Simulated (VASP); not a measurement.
Input of a VASP 6.6.1 run:

The input INCAR:

```
SYSTEM = K
  ALGO = Normal
  EDIFF = 1E-6
  ENCUT = 520
  GGA = PE
  ISIF = 2
  ISMEAR = 0
  LASPH = .True.
  LCHARG = .False.
  LREAL = .False.
  LWAVE = .False.
  NBANDS = 10
  NELM = 80
  PREC = Accurate
  SIGMA = 0.05
```

Contents of KPOINTS:

```
k-points
0
Gamma
  10 10 10
  0 0 0
```

The input POSCAR:

```
K
1.0
    4.3104394900      0.0000000000      0.0000000000
    0.0000000000      4.3104394900      0.0000000000
    0.0000000000      0.0000000000      4.3104394900
K
1
Direct
    0.0000000000      0.0000000000      0.0000000000
```

Potentials or basis: VASP PAW PBE potentials, release 64 (K_sv).

The run is started by

```sh
$ cat potpaw_PBE.64/K_sv/POTCAR > POTCAR
$ mpirun -np 1 vasp_std > vasp.out
```

(1) Predict the band gap on the k mesh.

(2) Estimate the pressure.

Answers

(1) zero (an odd number of electrons rules out a gap without spin polarisation).

(2) 0.0 GPa.
